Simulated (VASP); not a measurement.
# Pd (Fd-3m) in VASP: a series of runs

Runs on Pd. Level: PBE. Tasks: single point.

All numbers are computed with VASP 6.6.1; they aren't measurements. Logs are shortened: lines on timing, memory, paths and dates and some standing lists are left out, and cuts for length are marked.

### Step 1. The cell of the first run

The structure is cubic, space group Fd-3m (No. 227). Conventional cell: a = 5.064 Å, b = 5.064 Å, c = 5.064 Å, α = 90.00°, β = 90.00°, γ = 90.00°. Pd (site symmetry -43m) has 4 Pd at 2.19 Å within 2.9 Å.

This isn't the form of Pd at room conditions, which is fcc.

### Step 2. Single point, PBE

The input, INCAR:

```
  ALGO = Normal
  EDIFF = 1E-6
  ENCUT = 520
  GGA = PE
  ISIF = 2
  ISMEAR = -1
  LASPH = True
  LCHARG = True
  LELF = True
  LREAL = False
  LVHAR = True
  LWAVE = False
  NBANDS = 17
  NELM = 100
  PREC = Accurate
  SIGMA = 0.05
```

The input, KPOINTS:

```
k-points
0
Gamma
  13 13 13
```

The input, POSCAR:

```
Pd
1.0
    0.0000000000      2.5318569364      2.5318569364
    2.5318569364      0.0000000000      2.5318569364
    2.5318569364      2.5318569364      0.0000000000
Pd
2
Direct
   -0.1250000000     -0.1250000000     -0.1250000000
    0.1250000000      0.1250000000      0.1250000000
```

Potentials or basis: VASP PAW PBE potentials, release 64 (Pd).

On the command line:

```bash
$ cat potpaw_PBE.64/Pd/POTCAR > POTCAR
$ mpirun -np 1 vasp_std > vasp.out
```

OUTCAR:

```text
EDIFF = 1E-6
   ENCUT = 520
   GGA = PE
   ISIF = 2
   ISMEAR = -1
   LASPH = True
   LREAL = False
   NELM = 100
   PREC = Accurate

 ion  position               nearest neighbor table
   1  0.875  0.875  0.875-   2 2.19   2 2.19   2 2.19   2 2.19
   2  0.125  0.125  0.125-   1 2.19   1 2.19   1 2.19   1 2.19

  LATTYP: Found a face centered cubic cell.
 ALAT       =     5.0637138728

  Lattice vectors:

 A1 = (   0.0000000000,   2.5318569364,   2.5318569364)
 A2 = (   2.5318569364,   0.0000000000,   2.5318569364)
 A3 = (   2.5318569364,   2.5318569364,   0.0000000000)

Analysis of symmetry for initial positions (statically):
=====================================================================
 Subroutine PRICEL returns:
 Original cell was already a primitive cell.

 Routine SETGRP: Setting up the symmetry group for a
 face centered cubic supercell.

 Subroutine GETGRP returns: Found 48 space group operations
 (whereof 12 operations were pure point group operations)
 out of a pool of 48 trial point group operations.

The static configuration has the point symmetry D_3d.
 The point group associated with its full space group is O_h .

Analysis of symmetry for dynamics (positions and initial velocities):
=====================================================================
 Subroutine PRICEL returns:
 Original cell was already a primitive cell.

 Routine SETGRP: Setting up the symmetry group for a
 face centered cubic supercell.

 Subroutine GETGRP returns: Found 48 space group operations
 (whereof 12 operations were pure point group operations)
 out of a pool of 48 trial point group operations.

The dynamic configuration has the point symmetry D_3d.
 The point group associated with its full space group is O_h .

 Subroutine INISYM returns: Found 48 space group operations
 (whereof 12 operations are pure point group operations),
 and found     1 'primitive' translations

----------------------------------------------------------------------------------------

                                     Primitive cell

  volume of cell :      32.4599

  direct lattice vectors                    reciprocal lattice vectors
     0.000000000  2.531856936  2.531856936    -0.197483512  0.197483512  0.197483512
     2.531856936  0.000000000  2.531856936     0.197483512 -0.197483512  0.197483512
     2.531856936  2.531856936  0.000000000     0.197483512  0.197483512 -0.197483512
[... 81 lines left out ...]
   LASPH  =      T    aspherical Exc in radial PAW
   ENCUT  =  520.0 eV  38.22 Ry    6.18 a.u.   6.66  6.66  6.66*2*pi/ulx,y,z
   NELM   =    100;   NELMIN=  2; NELMDL= -5     # of ELM steps
   EDIFF  = 0.1E-05   stopping-criterion for ELM
   LREAL  =      F    real-space projection
   EDIFFG = 0.1E-04   stopping-criterion for IOM
   NSW    =      0    number of steps for IOM
   IBRION =     -1    ionic relax: 0-MD 1-quasi-New 2-CG
   NFREE  =      0    steps in history (QN), initial steepest desc. (CG)
   ISIF   =      2    stress and relaxation
   ISYM   =      2    0-nonsym 1-usesym 2-fastsym
   POTIM  = 0.5000    time-step for ionic-motion
   TEBEG  =    0.0;   TEEND  =   0.0 temperature during run
   PSTRESS=    0.0 pullay stress
   NELECT =      20.0000    total number of electrons
   NUPDOWN=      -1.0000    fix difference up-down
   EMIN   =  10.00;   EMAX   =-10.00  energy-range for DOS
   EFERMI =   0.00;   METHOD = LEGACY
   ISMEAR =    -1;   SIGMA  =   0.05  broadening in eV -4-tet -1-fermi 0-gaus
   EFERMI_NEDOS =   21; number of points for ismear=-14 and -15
   IALGO  =     38    algorithm
   IMIX   =      4    mixing-type and parameters
     AMIX     =   0.40;   BMIX     =  1.00
     AMIX_MAG =   1.60;   BMIX_MAG =  1.00
  volume/ion in A,a.u.               =      16.23       109.53
  Fermi-wavevector in a.u.,A,eV,Ry     =   1.393057  2.632497 26.403586  1.940609
  Thomas-Fermi vector in A             =   2.516740
   LORBIT       =      0    0 simple, 1 ext, 2 COOP (PROOUT), +10 PAW based schemes
   GGA     = PE    functional components
   LHFCALC =     F    Hartree Fock is set to
   AEXX    =    0.0000 exact exchange contribution
   IVDW    =     0    specifies the selected vdW correction
   LEPSILON=     F    determine dielectric tensor
   LRPA    =     F    only Hartree local field effects (RPA)
 non-spin polarized calculation
  energy-cutoff  :      520.00
  volume of cell :       32.46
 maximum number of plane-waves:       895
   NGX = 13   NGY = 13   NGZ = 13

 number of electron      20.0000001 magnetization

 Free energy of the ion-electron system (eV)
  ---------------------------------------------------
  ext. energy  EPLUGINS =         0.00000000
  ---------------------------------------------------
  free energy    TOTEN  =        -5.56151554 eV

  energy without entropy =       -5.52265387  energy(sigma->0) =       -5.54208470

 E-fermi :   9.3257     XC(G=0): -12.2566

 val. band max:        9.3241613457   @ k =  -0.3846   0.2308   0.0000
 cond. band min:       9.3262835605   @ k =  -0.2308   0.0769   0.0000
 fundamental gap:      0.0021222149
 Fermi energy:         9.3256999286

 k-point     1 :       0.0000    0.0000    0.0000
  band No.  band energies     occupation
      1       2.2767      2.00000
      2       3.2679      2.00000
      3       3.2679      2.00000
      4       3.8471      2.00000
      5       3.8471      2.00000
      6       3.8471      2.00000
[... 457 lines left out ...]
      4       4.0528      2.00000
      5       4.7022      2.00000
      6       4.8061      2.00000
[... 9 lines left out ...]
     16      25.8472      0.00000
     17      26.5109      0.00000

 [... further k-points ...]

------------------------ aborting loop because EDIFF is reached ----------------------------------------

  FORCE on cell =-STRESS in cart. coord.  units (eV):
  Direction    XX          YY          ZZ          XY          YZ          ZX
  --------------------------------------------------------------------------------------
  -------------------------------------------------------------------------------------
  Total       15.6810419     15.6810419     15.6810419     -0.0000000      0.0000000     -0.0000000
  in kB      773.9947532    773.9947532    773.9947532     -0.0000000      0.0000000     -0.0000000
  external PRESSURE =     773.9947532 kB  Pullay stress =       0.0000000 kB

 VOLUME and BASIS-vectors are now :
 -----------------------------------------------------------------------------
  energy-cutoff  :      520.00
  volume of cell :       32.46
      direct lattice vectors                 reciprocal lattice vectors
     0.000000000  2.531856936  2.531856936    -0.197483512  0.197483512  0.197483512
     2.531856936  0.000000000  2.531856936     0.197483512 -0.197483512  0.197483512
     2.531856936  2.531856936  0.000000000     0.197483512  0.197483512 -0.197483512

 POSITION                                       TOTAL-FORCE (eV/Angst)
 -----------------------------------------------------------------------------------
      4.43075      4.43075      4.43075        -0.000000     -0.000000     -0.000000
      0.63296      0.63296      0.63296         0.000000      0.000000      0.000000
 -----------------------------------------------------------------------------------
    total drift:                                0.000000     -0.000000     -0.000000

  FREE ENERGIE OF THE ION-ELECTRON SYSTEM (eV)
  ---------------------------------------------------
  free  energy   TOTEN  =        -5.5615155424 eV

  energy  without entropy=       -5.5226538652  energy(sigma->0) =       -5.54208470
```

OSZICAR:

```text
N       E                     dE             d eps       ncg     rms          rms(c)
DAV:   1     0.112728589125E+03    0.11273E+03   -0.10361E+04  2856   0.114E+03
DAV:   2    -0.396578141493E+01   -0.11669E+03   -0.11034E+03  3046   0.253E+02
DAV:   3    -0.593059586856E+01   -0.19648E+01   -0.19544E+01  3424   0.366E+01
DAV:   4    -0.594701016776E+01   -0.16414E-01   -0.16412E-01  3441   0.312E+00
DAV:   5    -0.594733610331E+01   -0.32594E-03   -0.32593E-03  3498   0.467E-01    0.200E+01
DAV:   6    -0.563574917270E+01    0.31159E+00   -0.64014E-01  3283   0.692E+00    0.121E+01
DAV:   7    -0.556875073928E+01    0.66998E-01   -0.13902E-02  3572   0.101E+00    0.386E+00
DAV:   8    -0.556145013874E+01    0.73006E-02   -0.20961E-03  3385   0.292E-01    0.497E-02
DAV:   9    -0.556150842743E+01   -0.58289E-04   -0.43899E-05  3499   0.511E-02    0.239E-02
DAV:  10    -0.556151604993E+01   -0.76225E-05   -0.63996E-06  3446   0.199E-02    0.225E-03
DAV:  11    -0.556151554236E+01    0.50757E-06   -0.14391E-07  1630   0.331E-03
   1 F= -.55615155E+01 E0= -.55420847E+01  d E =-.388617E-01
```

stdout:

```text
POSCAR found type information on POSCAR Pd
 POSCAR found :  1 types and       2 ions
 scaLAPACK will be used
 LDA part: xc-table for (Slater+PW92), standard interpolation
 POSCAR, INCAR and KPOINTS ok, starting setup
 FFT: planning ... GRIDC
 FFT: planning ... GRID_SOFT
 FFT: planning ... GRID
 WAVECAR not read
 entering main loop
```

Run time: 56 s. Hardware: 1 thread of Intel Xeon 8259CL, shared host; peak memory 0.18 GiB.

Results:

```
Free energy            : -5.5615 eV
Pressure               : 77.4 GPa
Band gap on the k mesh : zero (bands 10 and 11 overlap by 0.71 eV)
```

Levels at points of the mesh, in eV from the Fermi level:
| k point | band 6 | band 7 | band 8 | band 9 | band 10 | band 11 | band 12 | band 13 | band 14 | band 15 |
| --- | --- | --- | --- | --- | --- | --- | --- | --- | --- | --- |
| (0.00, 0.00, 0.00) | -5.48 | -2.40 | -2.40 | -2.40 | -0.15 | -0.15 | 13.72 | 14.05 | 14.05 | 14.05 |

Caveat: the cell stands under pressure.

### Step 3. Single point, PBE

The input, INCAR:

```
PREC = Accurate
ENCUT = 520
EDIFF = 1E-6
ISMEAR = -1
SIGMA = 0.05
LREAL = F
LASPH = T
NELM = 100
ALGO = Normal
ISIF = 2
LWAVE = F
LCHARG = T
GGA = PE
LELF = T
LVHAR = T
NBANDS = 17
```

The input, KPOINTS:

```
Automatic mesh
0
Gamma
  13 13 13
```

The input, POSCAR:

```
Pd
1.0
    0.0000000000      2.5322447549      2.5322447549
    2.5322447549      0.0000000000      2.5322447549
    2.5322447549      2.5322447549      0.0000000000
Pd
2
Direct
   -0.1250000000     -0.1250000000     -0.1250000000
    0.1250000000      0.1250000000      0.1250000000
```

Potentials or basis: VASP PAW PBE potentials, release 64 (Pd).

On the command line:

```bash
$ cat potpaw_PBE.64/Pd/POTCAR > POTCAR
$ mpirun -np 1 vasp_std > vasp.out
```

Wall time 50 s (1 thread of Intel Xeon 8259CL, shared host); peak memory 0.18 GiB.

The run converged. Its results:

- Free energy: -5.5687 eV
- Pressure: 77.2 GPa
- Band gap on the k mesh: zero (bands 10 and 11 overlap by 0.71 eV)

Levels at points of the mesh, in eV from the Fermi level:
```
           k point  band 6  band 7  band 8  band 9  band 10  band 11  band 12  band 13  band 14  band 15
(0.00, 0.00, 0.00)   -5.48   -2.40   -2.40   -2.40    -0.15    -0.15    13.72    14.05    14.05    14.05
```

Caveat: the cell stands under pressure.
